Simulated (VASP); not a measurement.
# CuO (Cccm) in VASP: a series of runs, part 3 of 3

VASP 6.6.1.

## Step 4: Single point, LDA+U

This run uses another cell than the first one, of 10.40 Å³/atom.

Contents of INCAR:

```
SYSTEM = CuO
  PREC = Accurate
  ENCUT = 520
  EDIFF = 1E-6
  ISMEAR = -1
  SIGMA = 0.05
  LREAL = .FALSE.
  LASPH = .TRUE.
  NELM = 150
  ALGO = Normal
  ISIF = 2
  LWAVE = .FALSE.
  LCHARG = .FALSE.
  LMAXMIX = 4
  LDAU = .TRUE.
  LDAUTYPE = 2
  LDAUL = 2 -1
  LDAUU = 4.5 0
  LDAUJ = 0 0
  LDAUPRINT = 1
  NBANDS = 25
```

Contents of KPOINTS:

```
Automatic mesh
0
G
  9 9 5
  0 0 0
```

Contents of POSCAR:

```
CuO
1.0
    2.0157993882     -2.0370247703      0.0000000000
    2.0157993882      2.0370247703      0.0000000000
    0.0000000000      0.0000000000      5.0649573858
Cu O
2 2
Direct
    0.5000000000      0.0000000000      0.0000000000
    0.0000000000      0.5000000000      0.5000000000
    0.5000000000      0.5000000000      0.2500000000
    0.5000000000      0.5000000000      0.7500000000
```

Potentials or basis: VASP PAW LDA potentials, release 64 (Cu, O).

Run with:

```console
> cat potpaw_LDA.64/Cu/POTCAR potpaw_LDA.64/O/POTCAR > POTCAR
> mpirun -np 1 vasp_std > vasp.out
```

OUTCAR:

```text
SYSTEM = CuO
   PREC = Accurate
   ENCUT = 520
   EDIFF = 1E-6
   ISMEAR = -1
   LREAL = .FALSE.
   LASPH = .TRUE.
   NELM = 150
   ISIF = 2

 ion  position               nearest neighbor table
   1  0.500  0.000  0.000-   3 1.91   4 1.91   3 1.91   4 1.91
   2  0.000  0.500  0.500-   3 1.91   4 1.91   3 1.91   4 1.91
   3  0.500  0.500  0.250-   1 1.91   2 1.91   1 1.91   2 1.91
   4  0.500  0.500  0.750-   1 1.91   2 1.91   1 1.91   2 1.91

  LATTYP: Found a base centered orthorhombic cell.
 ALAT       =     4.0315987764
 B/A-ratio  =     1.0105295111
 C/A-ratio  =     1.2563148435

  Lattice vectors:

 A1 = (   2.0157993882,  -2.0370247703,   0.0000000000)
 A2 = (   2.0157993882,   2.0370247703,   0.0000000000)
 A3 = (   0.0000000000,   0.0000000000,   5.0649573858)

Analysis of symmetry for initial positions (statically):
=====================================================================
 Subroutine PRICEL returns:
 Original cell was already a primitive cell.

 Routine SETGRP: Setting up the symmetry group for a
 base centered orthorhombic supercell.

 Subroutine GETGRP returns: Found  8 space group operations
 (whereof  4 operations were pure point group operations)
 out of a pool of  8 trial point group operations.

The static configuration has the point symmetry C_2h.
 The point group associated with its full space group is D_2h.

Analysis of symmetry for dynamics (positions and initial velocities):
=====================================================================
 Subroutine PRICEL returns:
 Original cell was already a primitive cell.

 Routine SETGRP: Setting up the symmetry group for a
 base centered orthorhombic supercell.

 Subroutine GETGRP returns: Found  8 space group operations
 (whereof  4 operations were pure point group operations)
 out of a pool of  8 trial point group operations.

The dynamic configuration has the point symmetry C_2h.
 The point group associated with its full space group is D_2h.

 Subroutine INISYM returns: Found  8 space group operations
 (whereof  4 operations are pure point group operations),
 and found     1 'primitive' translations

----------------------------------------------------------------------------------------

                                     Primitive cell

[... 153 lines left out ...]
  0.0000 -0.0781  0.0000  0.8857  0.0000
  0.0000  0.0000  0.0001  0.0000  0.9632

 occupancies and eigenvectors

  o =  0.8067  v =  0.0000 -0.7106  0.0000 -0.7036  0.0000  0.0000  0.0000  0.0000  0.0000  0.0000      0.0000  0.0000  0.0000  0.0000  0.0000  0.0000  0.0000  0.0000  0.0000  0.0000
  o =  0.8067  v =  0.0000  0.0000  0.0000  0.0000  0.0000  0.0000 -0.7106  0.0000 -0.7036  0.0000      0.0000  0.0000  0.0000  0.0000  0.0000  0.0000  0.0000  0.0000  0.0000  0.0000
  o =  0.9375  v =  0.8947 -0.0000  0.4467  0.0000 -0.0021  0.0000  0.0000  0.0000  0.0000  0.0000      0.0000  0.0000  0.0000  0.0000  0.0000  0.0000  0.0000  0.0000  0.0000  0.0000
  o =  0.9375  v =  0.0000  0.0000  0.0000  0.0000  0.0000  0.8947 -0.0000  0.4467  0.0000 -0.0021      0.0000  0.0000  0.0000  0.0000  0.0000  0.0000  0.0000  0.0000  0.0000  0.0000
  o =  0.9630  v = -0.0000  0.7036 -0.0000 -0.7106 -0.0000  0.0000  0.0000  0.0000  0.0000  0.0000      0.0000  0.0000  0.0000  0.0000  0.0000  0.0000  0.0000  0.0000  0.0000  0.0000
  o =  0.9630  v =  0.0000  0.0000  0.0000  0.0000  0.0000 -0.0000  0.7036 -0.0000 -0.7106 -0.0000      0.0000  0.0000  0.0000  0.0000  0.0000  0.0000  0.0000  0.0000  0.0000  0.0000
  o =  0.9632  v =  0.0000  0.0000  0.0000  0.0000  0.0000 -0.0031 -0.0000  0.0013  0.0000 -1.0000      0.0000  0.0000  0.0000  0.0000  0.0000  0.0000  0.0000  0.0000  0.0000  0.0000
  o =  0.9632  v = -0.0031 -0.0000  0.0013  0.0000 -1.0000  0.0000  0.0000  0.0000  0.0000  0.0000      0.0000  0.0000  0.0000  0.0000  0.0000  0.0000  0.0000  0.0000  0.0000  0.0000
  o =  0.9769  v =  0.0000  0.0000  0.0000  0.0000  0.0000 -0.4467  0.0000  0.8947 -0.0000  0.0026      0.0000  0.0000  0.0000  0.0000  0.0000  0.0000  0.0000  0.0000  0.0000  0.0000
  o =  0.9769  v = -0.4467  0.0000  0.8947 -0.0000  0.0026  0.0000  0.0000  0.0000  0.0000  0.0000      0.0000  0.0000  0.0000  0.0000  0.0000  0.0000  0.0000  0.0000  0.0000  0.0000

atom =   2  type =  1  l = 2

 onsite density matrix

spin component  1

  0.9454  0.0000  0.0157  0.0000 -0.0000
  0.0000  0.8841  0.0000  0.0781  0.0000
  0.0157  0.0000  0.9690  0.0000  0.0001
  0.0000  0.0781  0.0000  0.8857  0.0000
 -0.0000  0.0000  0.0001  0.0000  0.9632

spin component  2

  0.9454  0.0000  0.0157  0.0000 -0.0000
  0.0000  0.8841  0.0000  0.0781  0.0000
  0.0157  0.0000  0.9690  0.0000  0.0001
  0.0000  0.0781  0.0000  0.8857  0.0000
 -0.0000  0.0000  0.0001  0.0000  0.9632

 occupancies and eigenvectors

  o =  0.8067  v =  0.0000 -0.7106 -0.0000  0.7036  0.0000  0.0000  0.0000  0.0000  0.0000  0.0000      0.0000  0.0000  0.0000  0.0000  0.0000  0.0000  0.0000  0.0000  0.0000  0.0000
  o =  0.8067  v =  0.0000  0.0000  0.0000  0.0000  0.0000  0.0000 -0.7106 -0.0000  0.7036  0.0000      0.0000  0.0000  0.0000  0.0000  0.0000  0.0000  0.0000  0.0000  0.0000  0.0000
  o =  0.9375  v =  0.8947 -0.0000 -0.4467 -0.0000  0.0021  0.0000  0.0000  0.0000  0.0000  0.0000      0.0000  0.0000  0.0000  0.0000  0.0000  0.0000  0.0000  0.0000  0.0000  0.0000
  o =  0.9375  v =  0.0000  0.0000  0.0000  0.0000  0.0000  0.8947 -0.0000 -0.4467 -0.0000  0.0021      0.0000  0.0000  0.0000  0.0000  0.0000  0.0000  0.0000  0.0000  0.0000  0.0000
  o =  0.9630  v =  0.0000  0.7036  0.0000  0.7106 -0.0000  0.0000  0.0000  0.0000  0.0000  0.0000      0.0000  0.0000  0.0000  0.0000  0.0000  0.0000  0.0000  0.0000  0.0000  0.0000
  o =  0.9630  v =  0.0000  0.0000  0.0000  0.0000  0.0000  0.0000  0.7036  0.0000  0.7106 -0.0000      0.0000  0.0000  0.0000  0.0000  0.0000  0.0000  0.0000  0.0000  0.0000  0.0000
  o =  0.9632  v =  0.0000  0.0000  0.0000  0.0000  0.0000  0.0031 -0.0000  0.0013 -0.0000 -1.0000      0.0000  0.0000  0.0000  0.0000  0.0000  0.0000  0.0000  0.0000  0.0000  0.0000
  o =  0.9632  v =  0.0031 -0.0000  0.0013 -0.0000 -1.0000  0.0000  0.0000  0.0000  0.0000  0.0000      0.0000  0.0000  0.0000  0.0000  0.0000  0.0000  0.0000  0.0000  0.0000  0.0000
  o =  0.9769  v =  0.0000  0.0000  0.0000  0.0000  0.0000 -0.4467  0.0000 -0.8947  0.0000 -0.0026      0.0000  0.0000  0.0000  0.0000  0.0000  0.0000  0.0000  0.0000  0.0000  0.0000
  o =  0.9769  v = -0.4467  0.0000 -0.8947  0.0000 -0.0026  0.0000  0.0000  0.0000  0.0000  0.0000      0.0000  0.0000  0.0000  0.0000  0.0000  0.0000  0.0000  0.0000  0.0000  0.0000

 number of electron      33.9999965 magnetization

 Free energy of the ion-electron system (eV)
  ---------------------------------------------------
  ext. energy  EPLUGINS =         0.00000000
  ---------------------------------------------------
  free energy    TOTEN  =       -20.31016743 eV

  energy without entropy =      -20.29152050  energy(sigma->0) =      -20.30084397

 E-fermi :   4.9042     XC(G=0): -12.1540

 val. band max:        4.8957314976   @ k =   0.4444   0.4444   0.4000
 cond. band min:       4.9326257435   @ k =  -0.4444   0.2222   0.4000
 fundamental gap:      0.0368942459
 Fermi energy:         4.9042000554

 k-point     1 :       0.0000    0.0000    0.0000
  band No.  band energies     occupation
      1     -14.8261      2.00000
      2     -13.2848      2.00000
      3      -3.7746      2.00000
      4      -1.0919      2.00000
      5      -1.0693      2.00000
      6       0.1831      2.00000
[... 661 lines left out ...]
     24      16.7766      0.00000
     25      17.2359      0.00000

 [... further k-points ...]
[... 5 lines left out ...]
  --------------------------------------------------------------------------------------
  -------------------------------------------------------------------------------------
  Total       -1.1995379     -1.2345821     -1.5643676      0.0000000      0.0000000      0.0000000
  in kB      -46.2035271    -47.5533541    -60.2559548      0.0000000      0.0000000      0.0000000
  external PRESSURE =     -51.3376120 kB  Pullay stress =       0.0000000 kB

 VOLUME and BASIS-vectors are now :
 -----------------------------------------------------------------------------
  energy-cutoff  :      520.00
  volume of cell :       41.60
      direct lattice vectors                 reciprocal lattice vectors
     2.015799388 -2.037024770  0.000000000     0.248040555 -0.245456024  0.000000000
     2.015799388  2.037024770  0.000000000     0.248040555  0.245456024  0.000000000
     0.000000000  0.000000000  5.064957386     0.000000000  0.000000000  0.197435027

 POSITION                                       TOTAL-FORCE (eV/Angst)
 -----------------------------------------------------------------------------------
      1.00790     -1.01851      0.00000         0.000000      0.000000      0.000000
      1.00790      1.01851      2.53248        -0.000000      0.000000      0.000000
      2.01580      0.00000      1.26624        -0.000000      0.000000     -0.000000
      2.01580      0.00000      3.79872        -0.000000     -0.000000     -0.000000
 -----------------------------------------------------------------------------------
    total drift:                                0.000000     -0.000000     -0.000000

  FREE ENERGIE OF THE ION-ELECTRON SYSTEM (eV)
  ---------------------------------------------------
  free  energy   TOTEN  =       -20.3101674339 eV

  energy  without entropy=      -20.2915205020  energy(sigma->0) =      -20.30084397
```

OSZICAR:

```text
N       E                     dE             d eps       ncg     rms          rms(c)
DAV:   1     0.291956919369E+03    0.29196E+03   -0.16641E+04  4038   0.221E+03
DAV:   2     0.131550112552E+02   -0.27880E+03   -0.25738E+03  3855   0.395E+02
DAV:   3    -0.230109331397E+02   -0.36166E+02   -0.34417E+02  4430   0.160E+02
DAV:   4    -0.242557876578E+02   -0.12449E+01   -0.12381E+01  4680   0.313E+01
DAV:   5    -0.242808941530E+02   -0.25106E-01   -0.25097E-01  4696   0.410E+00    0.143E+01
DAV:   6    -0.221586724394E+02    0.21222E+01   -0.22160E+01  5494   0.136E+02    0.957E+00
DAV:   7    -0.202866150669E+02    0.18721E+01   -0.64463E+00  4573   0.917E+01    0.236E+00
DAV:   8    -0.203399149844E+02   -0.53300E-01   -0.87493E-01  4098   0.673E+00    0.149E+00
DAV:   9    -0.203113091212E+02    0.28606E-01   -0.37382E-02  6394   0.772E+00    0.319E-01
DAV:  10    -0.203102332072E+02    0.10759E-02   -0.10988E-02  5802   0.194E+00    0.155E-01
DAV:  11    -0.203102174287E+02    0.15778E-04   -0.32979E-03  5684   0.595E-01    0.665E-02
DAV:  12    -0.203101691418E+02    0.48287E-04   -0.23306E-04  6168   0.218E-01    0.144E-02
DAV:  13    -0.203101674800E+02    0.16619E-05   -0.27085E-05  4603   0.521E-02    0.255E-03
DAV:  14    -0.203101674339E+02    0.46009E-07   -0.66205E-07  2261   0.228E-02
   1 F= -.20310167E+02 E0= -.20300844E+02  d E =-.186469E-01
```

Wall time 55 s (1 thread of Intel Xeon Platinum 8488C (Sapphire Rapids), shared host); peak memory 0.18 GiB.

Results:

```
Free energy            : -20.3102 eV
Pressure               : -5.1 GPa
Band gap on the k mesh : zero (bands 17 and 18 overlap by 1.05 eV)
```

Eigenvalues of the final occupation matrices:
| site | spin | trace | eigenvalues |
| --- | --- | --- | --- |
| site 1 d | 1 | 4.65 | 0.81 0.94 0.96 0.96 0.98 |
| site 1 d | 2 | 4.65 | 0.81 0.94 0.96 0.96 0.98 |
| site 2 d | 1 | 4.65 | 0.81 0.94 0.96 0.96 0.98 |
| site 2 d | 2 | 4.65 | 0.81 0.94 0.96 0.96 0.98 |

Caveat: the cell stands under tension; U without spin polarisation on a metal has little footing.

## Step 5: Summary

```csv
level,potentials or basis,U,cell,cutoff (eV),gap on the mesh (eV),pressure (GPa)
PBE,"VASP PAW PBE potentials, release 64 (Cu_sv_GW, O)",-,"a = 2.950, b = 2.950, c = 5.149 Å, angles 90.0, 90.0, 90.1°, 4 atoms",700,none,-2.6
r2SCAN+D3(BJ),"VASP PAW PBE potentials, release 64 (Cu, O)",-,"a = 2.878, b = 2.878, c = 5.119 Å, angles 90.0, 90.0, 90.2°, 4 atoms",520,none,1.0
LDA+U,"VASP PAW LDA potentials, release 64 (Cu, O)",Cu d U = 4.5 eV,"a = 2.866, b = 2.866, c = 5.065 Å, angles 90.0, 90.0, 90.6°, 4 atoms",520,none,-5.1
```

Alike in all rows: task single point; no spin polarisation; k mesh 9 × 9 × 5; smearing fermi-dirac 0.05 eV.

Caveats: semilocal functionals often make such compounds metallic where correlation or magnetic order opens a gap, which also shifts bond lengths (at least some runs); the PAW data sets were made with another functional, which shifts forces and pressure a little (at least some runs); the cell stands under tension (at least some runs); U without spin polarisation on a metal has little footing (at least some runs).

Absolute energies hang on the potentials; compare differences alone.
